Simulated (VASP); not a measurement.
# SnSe (Fm-3m) in VASP: a series of runs

Runs on SnSe. Level: PBE. Tasks: single point.

Program: VASP 6.6.1. These are calculated values, not measurements. Logs are shortened: lines on timing, memory, paths and dates and some standing lists are left out, and cuts for length are marked.

## 1. The cell of the first run

Symmetry: Fm-3m, No. 225, cubic system. The conventional cell has a = 5.939 Å, b = 5.939 Å, c = 5.939 Å, α = 90.00°, β = 90.00°, γ = 90.00°. Within 3.9 Å of Sn (site symmetry m-3m) lie 6 Se at 2.97 Å. Se (site symmetry m-3m) has 6 Sn at 2.97 Å within 3.9 Å.

## 2. Single point, PBE (volume scaled by 0.96, then relaxed in part)

File INCAR:

```
ALGO = Normal
EDIFF = 1E-6
ENCUT = 500
GGA = PE
GGA_COMPAT = F
ISIF = 2
ISMEAR = -1
LASPH = T
LCHARG = T
LELF = T
LREAL = F
LVHAR = T
LWAVE = F
NBANDS = 17
NELM = 120
PREC = Accurate
SIGMA = 0.02
```

File KPOINTS:

```
k-points
0
Gamma
  13 13 13
```

File POSCAR:

```
SnSe
1.0
    0.0000000000      2.9693193375      2.9693193375
    2.9693193375      0.0000000000      2.9693193375
    2.9693193375      2.9693193375      0.0000000000
Sn Se
1 1
Direct
    0.0000000000      0.0000000000      0.0000000000
    0.5000000000      0.5000000000      0.5000000000
```

Potentials or basis: VASP PAW PBE potentials, release 64 (Sn_d, Se).

Launch:

```bash
> cat potpaw_PBE.64/Sn_d/POTCAR potpaw_PBE.64/Se/POTCAR > POTCAR
> mpirun -np 1 vasp_std > vasp.out
```

OUTCAR:

```text
EDIFF = 1E-6
   ENCUT = 500
   GGA = PE
   ISIF = 2
   ISMEAR = -1
   LASPH = T
   LREAL = F
   NELM = 120
   PREC = Accurate

 ion  position               nearest neighbor table
   1  0.000  0.000  0.000-   2 2.97   2 2.97   2 2.97   2 2.97   2 2.97   2 2.97
   2  0.500  0.500  0.500-   1 2.97   1 2.97   1 2.97   1 2.97   1 2.97   1 2.97

  LATTYP: Found a face centered cubic cell.
 ALAT       =     5.9386386750

  Lattice vectors:

 A1 = (   0.0000000000,   2.9693193375,   2.9693193375)
 A2 = (   2.9693193375,   0.0000000000,   2.9693193375)
 A3 = (   2.9693193375,   2.9693193375,   0.0000000000)

Analysis of symmetry for initial positions (statically):
=====================================================================
 Subroutine PRICEL returns:
 Original cell was already a primitive cell.

 Routine SETGRP: Setting up the symmetry group for a
 face centered cubic supercell.

 Subroutine GETGRP returns: Found 48 space group operations
 (whereof 48 operations were pure point group operations)
 out of a pool of 48 trial point group operations.

The static configuration has the point symmetry O_h .

Analysis of symmetry for dynamics (positions and initial velocities):
=====================================================================
 Subroutine PRICEL returns:
 Original cell was already a primitive cell.

 Routine SETGRP: Setting up the symmetry group for a
 face centered cubic supercell.

 Subroutine GETGRP returns: Found 48 space group operations
 (whereof 48 operations were pure point group operations)
 out of a pool of 48 trial point group operations.

The dynamic configuration has the point symmetry O_h .

 Subroutine INISYM returns: Found 48 space group operations
 (whereof 48 operations are pure point group operations),
 and found     1 'primitive' translations

----------------------------------------------------------------------------------------

                                     Primitive cell

  volume of cell :      52.3601

  direct lattice vectors                    reciprocal lattice vectors
     0.000000000  2.969319337  2.969319337    -0.168388760  0.168388760  0.168388760
     2.969319337  0.000000000  2.969319337     0.168388760 -0.168388760  0.168388760
     2.969319337  2.969319337  0.000000000     0.168388760  0.168388760 -0.168388760

  length of vectors
     4.199251678  4.199251678  4.199251678     0.291657887  0.291657887  0.291657887

  position of ions in fractional coordinates (direct lattice)
     0.000000000  0.000000000  0.000000000
     0.500000000  0.500000000  0.500000000

  ion indices of the primitive-cell ions
   primitive index   ion index
                 1           1
                 2           2

----------------------------------------------------------------------------------------

 KPOINTS: k-points

Automatic generation of k-mesh.
 Grid dimensions read from file:
 generate k-points for:   13   13   13

 Generating k-lattice:

  Cartesian coordinates                     Fractional coordinates (reciprocal lattice)
    -0.012952982  0.012952982  0.012952982     0.076923077  0.000000000  0.000000000
     0.012952982 -0.012952982  0.012952982     0.000000000  0.076923077  0.000000000
     0.012952982  0.012952982 -0.012952982     0.000000000  0.000000000  0.076923077

  Length of vectors
     0.022435222  0.022435222  0.022435222

  Shift w.r.t. Gamma in fractional coordinates (k-lattice)
     0.000000000  0.000000000  0.000000000

 Subroutine IBZKPT returns following result:
 ===========================================

 Found     84 irreducible k-points:

 Following reciprocal coordinates:
            Coordinates               Weight
  0.000000  0.000000  0.000000      1.000000
  0.076923  0.000000  0.000000      8.000000
  0.153846  0.000000  0.000000      8.000000
  0.230769  0.000000  0.000000      8.000000
  0.307692  0.000000  0.000000      8.000000
  0.384615  0.000000  0.000000      8.000000
[... 16 lines left out ...]
  0.384615  0.153846  0.000000     24.000000
  0.461538  0.153846  0.000000     24.000000
 [... further k-points ...]
   k-points           NKPTS =     84   k-points in BZ     NKDIM =     84   number of bands    NBANDS=     17
   number of dos      NEDOS =    301   number of ions     NIONS =      2
   total plane-waves  NPLWV =  32768
   dimension x,y,z NGX =    32 NGY =   32 NGZ =   32
   dimension x,y,z NGXF=    64 NGYF=   64 NGZF=   64
   ions per type =               1   1
   NGX,Y,Z   is equivalent  to a cutoff of  12.67, 12.67, 12.67 a.u.
   NGXF,Y,Z  is equivalent  to a cutoff of  25.34, 25.34, 25.34 a.u.
 SYSTEM =  unknown system
   PREC   = accura    normal or accurate (medium, high low for compatibility)
   ISTART =      0    job   : 0-new  1-cont  2-samecut
   ICHARG =      2    charge: 1-file 2-atom 10-const
   ISPIN  =      1    spin polarized calculation?
   LNONCOLLINEAR =      F non collinear calculations
   LSORBIT =      F    spin-orbit coupling
   LASPH  =      T    aspherical Exc in radial PAW
   ENCUT  =  500.0 eV  36.75 Ry    6.06 a.u.   7.66  7.66  7.66*2*pi/ulx,y,z
   NELM   =    120;   NELMIN=  2; NELMDL= -5     # of ELM steps
   EDIFF  = 0.1E-05   stopping-criterion for ELM
   LREAL  =      F    real-space projection
   EDIFFG = 0.1E-04   stopping-criterion for IOM
   NSW    =      0    number of steps for IOM
   IBRION =     -1    ionic relax: 0-MD 1-quasi-New 2-CG
   NFREE  =      0    steps in history (QN), initial steepest desc. (CG)
   ISIF   =      2    stress and relaxation
   ISYM   =      2    0-nonsym 1-usesym 2-fastsym
   POTIM  = 0.5000    time-step for ionic-motion
   TEBEG  =    0.0;   TEEND  =   0.0 temperature during run
   PSTRESS=    0.0 pullay stress
   NELECT =      20.0000    total number of electrons
   NUPDOWN=      -1.0000    fix difference up-down
   EMIN   =  10.00;   EMAX   =-10.00  energy-range for DOS
   EFERMI =   0.00;   METHOD = LEGACY
   ISMEAR =    -1;   SIGMA  =   0.02  broadening in eV -4-tet -1-fermi 0-gaus
   EFERMI_NEDOS =   21; number of points for ismear=-14 and -15
   IALGO  =     38    algorithm
   IMIX   =      4    mixing-type and parameters
     AMIX     =   0.40;   BMIX     =  1.00
     AMIX_MAG =   1.60;   BMIX_MAG =  1.00
  volume/ion in A,a.u.               =      26.18       176.67
  Fermi-wavevector in a.u.,A,eV,Ry     =   1.187822  2.244658 19.196738  1.410920
  Thomas-Fermi vector in A             =   2.323965
   LORBIT       =      0    0 simple, 1 ext, 2 COOP (PROOUT), +10 PAW based schemes
   GGA     = PE    functional components
   LHFCALC =     F    Hartree Fock is set to
   AEXX    =    0.0000 exact exchange contribution
   IVDW    =     0    specifies the selected vdW correction
   LEPSILON=     F    determine dielectric tensor
   LRPA    =     F    only Hartree local field effects (RPA)
 non-spin polarized calculation
  energy-cutoff  :      500.00
  volume of cell :       52.36
 maximum number of plane-waves:      1363
   NGX = 15   NGY = 15   NGZ = 15

 number of electron      20.0000006 magnetization

 Free energy of the ion-electron system (eV)
  ---------------------------------------------------
  ext. energy  EPLUGINS =         0.00000000
  ---------------------------------------------------
  free energy    TOTEN  =        -8.18034807 eV

  energy without entropy =       -8.18034574  energy(sigma->0) =       -8.18034691

 E-fermi :   6.2818     XC(G=0):  -9.7841

 val. band max:        6.1182118984   @ k =  -0.3846   0.0769   0.0000
 cond. band min:       6.4540860375   @ k =  -0.3846   0.0769   0.0000
 fundamental gap:      0.3358741391
 Fermi energy:         6.2818274618

 k-point     1 :       0.0000    0.0000    0.0000
  band No.  band energies     occupation
      1     -15.5463      2.00000
      2     -15.5463      2.00000
      3     -15.5463      2.00000
      4     -15.5457      2.00000
      5     -15.5457      2.00000
      6      -8.0959      2.00000
[... 9 lines left out ...]
     16      11.8663      0.00000
     17      14.2267      0.00000

 k-point     2 :       0.0769    0.0000    0.0000
  band No.  band energies     occupation
      1     -15.5464      2.00000
      2     -15.5464      2.00000
      3     -15.5461      2.00000
      4     -15.5452      2.00000
      5     -15.5452      2.00000
      6      -8.0506      2.00000
[... 9 lines left out ...]
     16      12.0255      0.00000
     17      14.7209      0.00000

 k-point     3 :       0.1538    0.0000    0.0000
  band No.  band energies     occupation
      1     -15.5479      2.00000
      2     -15.5479      2.00000
      3     -15.5457      2.00000
      4     -15.5428      2.00000
      5     -15.5428      2.00000
      6      -7.9193      2.00000
[... 9 lines left out ...]
     16      12.4306      0.00000
     17      15.8013      0.00000

 k-point     4 :       0.2308    0.0000    0.0000
  band No.  band energies     occupation
      1     -15.5501      2.00000
      2     -15.5501      2.00000
      3     -15.5450      2.00000
      4     -15.5394      2.00000
      5     -15.5394      2.00000
      6      -7.7169      2.00000
[... 9 lines left out ...]
     16      13.0522      0.00000
     17      17.2021      0.00000
[... 343 lines left out ...]
      1     -15.5569      2.00000
      2     -15.5474      2.00000
      3     -15.5460      2.00000
      4     -15.5375      2.00000
      5     -15.5348      2.00000
      6      -7.5004      2.00000
[... 9 lines left out ...]
     16      14.7538      0.00000
     17      16.4927      0.00000

 k-point    23 :       0.3846    0.1538    0.0000
  band No.  band energies     occupation
      1     -15.5590      2.00000
      2     -15.5481      2.00000
      3     -15.5456      2.00000
      4     -15.5356      2.00000
      5     -15.5317      2.00000
      6      -7.2702      2.00000
[... 9 lines left out ...]
     16      15.6878      0.00000
     17      17.5392      0.00000

 k-point    24 :       0.4615    0.1538    0.0000
  band No.  band energies     occupation
      1     -15.5600      2.00000
      2     -15.5502      2.00000
      3     -15.5435      2.00000
      4     -15.5344      2.00000
      5     -15.5302      2.00000
      6      -7.0750      2.00000
[... 9 lines left out ...]
     16      16.6232      0.00000
     17      16.7367      0.00000

 [... further k-points ...]

------------------------ aborting loop because EDIFF is reached ----------------------------------------

  FORCE on cell =-STRESS in cart. coord.  units (eV):
  Direction    XX          YY          ZZ          XY          YZ          ZX
  --------------------------------------------------------------------------------------
  -------------------------------------------------------------------------------------
  Total        1.1173431      1.1173431      1.1173431     -0.0000000      0.0000000     -0.0000000
  in kB       34.1897886     34.1897886     34.1897886     -0.0000000      0.0000000     -0.0000000
  external PRESSURE =      34.1897886 kB  Pullay stress =       0.0000000 kB

 VOLUME and BASIS-vectors are now :
 -----------------------------------------------------------------------------
  energy-cutoff  :      500.00
  volume of cell :       52.36
      direct lattice vectors                 reciprocal lattice vectors
     0.000000000  2.969319337  2.969319337    -0.168388760  0.168388760  0.168388760
     2.969319337  0.000000000  2.969319337     0.168388760 -0.168388760  0.168388760
     2.969319337  2.969319337  0.000000000     0.168388760  0.168388760 -0.168388760

 POSITION                                       TOTAL-FORCE (eV/Angst)
 -----------------------------------------------------------------------------------
      0.00000      0.00000      0.00000        -0.000000      0.000000      0.000000
      2.96932      2.96932      2.96932         0.000000     -0.000000     -0.000000
 -----------------------------------------------------------------------------------
    total drift:                                0.000000     -0.000000     -0.000000

  FREE ENERGIE OF THE ION-ELECTRON SYSTEM (eV)
  ---------------------------------------------------
  free  energy   TOTEN  =        -8.1803480745 eV

  energy  without entropy=       -8.1803457411  energy(sigma->0) =       -8.18034691
```

Run time: 21 s. Hardware: 1 thread of Intel Xeon 6975P-C (Granite Rapids), shared host; peak memory 0.22 GiB.

What came out:

| Quantity | Value |
| --- | --- |
| Free energy | -8.1803 eV |
| Pressure | 3.4 GPa |

Caveat: this odd mesh misses L, where the gap lies, so gap, dielectric constants and Born charges aren't listed; spin-orbit coupling is left out, which moves the levels of the heavy elements.

## 3. Single point, PBE (volume scaled by 0.98, then relaxed in part)

File INCAR:

```
PREC = Accurate
ENCUT = 500
EDIFF = 1E-6
ISMEAR = -1
SIGMA = 0.02
LREAL = F
LASPH = T
NELM = 120
ALGO = Normal
ISIF = 2
LWAVE = F
LCHARG = T
GGA = PE
LELF = T
LVHAR = T
NBANDS = 17
GGA_COMPAT = F
```

File KPOINTS:

```
Automatic mesh
0
Gamma
  13 13 13
```

File POSCAR:

```
SnSe
1.0
    0.0000000000      2.9897980490      2.9897980490
    2.9897980490      0.0000000000      2.9897980490
    2.9897980490      2.9897980490      0.0000000000
Sn Se
1 1
Direct
    0.0000000000      0.0000000000      0.0000000000
    0.5000000000      0.5000000000      0.5000000000
```

Potentials or basis: VASP PAW PBE potentials, release 64 (Sn_d, Se).

Launch:

```bash
> cat potpaw_PBE.64/Sn_d/POTCAR potpaw_PBE.64/Se/POTCAR > POTCAR
> mpirun -np 1 vasp_std > vasp.out
```

Run time: 21 s. Hardware: 1 thread of Intel Xeon 6975P-C (Granite Rapids), shared host; peak memory 0.22 GiB.

Results (log left out):

| Property | Result |
| --- | --- |
| Free energy | -8.1997 eV |
| Pressure | 2.2 GPa |

Levels at points of the mesh, in eV from the Fermi level:
```tsv
k point	band 7	band 8	band 9	band 10	band 11	band 12	band 13	band 14
(0.00, 0.00, 0.00)	-5.21	-2.46	-2.46	-2.46	4.18	4.18	4.18	5.63
```

Caveat: this odd mesh misses L, where the gap lies, so gap, dielectric constants and Born charges aren't listed; spin-orbit coupling is left out, which moves the levels of the heavy elements.
